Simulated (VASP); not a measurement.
A run of VASP 6.6.1 is set up as follows.

The input INCAR:

```
SYSTEM = Fe
ALGO     = Normal         ! electronic algorithm
EDIFF    = 1E-7           ! SCF threshold, eV
ENCUT    = 520            ! plane-wave cutoff, eV
GGA      = PE             ! functional
ISIF     = 2              ! what is computed and relaxed
ISMEAR   = -1             ! smearing method
ISPIN    = 2              ! spin polarisation
LASPH    = .TRUE.         ! aspherical terms in the spheres
LCHARG   = .FALSE.        ! write CHGCAR
LMAXMIX  = 4              ! l up to which the mixer works
LORBIT   = 11             ! projections on sites
LREAL    = .FALSE.        ! projectors in reciprocal space
LWAVE    = .FALSE.        ! write WAVECAR
MAGMOM   = 0.8            ! initial moments
NBANDS   = 14             ! bands
NELM     = 150            ! most SCF steps
NUPDOWN  = 0.8            ! fixed moment
PREC     = Accurate       ! precision mode
SIGMA    = 0.05           ! smearing width, eV
```

The input KPOINTS:

```
k-points
0
G
  11 11 11
  0 0 0
```

The input POSCAR:

```
Fe
1.0
   -1.4430000000      1.4430000000      1.4430000000
    1.4430000000     -1.4430000000      1.4430000000
    1.4430000000      1.4430000000     -1.4430000000
Fe
1
Direct
    0.0000000000      0.0000000000      0.0000000000
```

Potentials or basis: VASP PAW PBE potentials, release 64 (Fe).

Launch:

```bash
$ cat potpaw_PBE.64/Fe/POTCAR > POTCAR
$ mpirun -np 1 vasp_std > vasp.out
```

Task: What does it give for the pressure?

Result: -23.7 GPa.

Caveat: the total moment is fixed, so each spin has its own Fermi level.
